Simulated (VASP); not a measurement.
A run of VASP 6.6.1 is set up as follows.

File INCAR:

```
SYSTEM = CdF2
  PREC = Accurate
  ENCUT = 520
  EDIFF = 1E-6
  ISMEAR = 0
  SIGMA = 0.05
  LREAL = .FALSE.
  LASPH = .TRUE.
  NELM = 60
  ALGO = Normal
  ISIF = 2
  LWAVE = .FALSE.
  LCHARG = .FALSE.
  GGA = PE
  NBANDS = 20
```

File KPOINTS:

```
regular mesh
0
G
  8 8 8
  0 0 0
```

The input POSCAR:

```
CdF2
1.0
    0.0000000000      2.8344178855      2.8344178855
    2.8344178855      0.0000000000      2.8344178855
    2.8344178855      2.8344178855      0.0000000000
Cd F
1 2
Direct
    0.0000000000      0.0000000000      0.0000000000
    0.2500000000      0.2500000000      0.2500000000
    0.7500000000      0.7500000000      0.7500000000
```

Potentials or basis: VASP PAW PBE potentials, release 64 (Cd, F).

Run with:

```bash
$ cat potpaw_PBE.64/Cd/POTCAR potpaw_PBE.64/F/POTCAR > POTCAR
$ mpirun -np 1 vasp_std > vasp.out
```

Problem. Predict the band gap on the k mesh.

Solution. 2.54 eV (least direct gap 3.17 eV).

Problem. What does it give for the pressure?

Solution. -7.1 GPa.

Caveat: the cell stands under tension. A k mesh can miss the band edges.
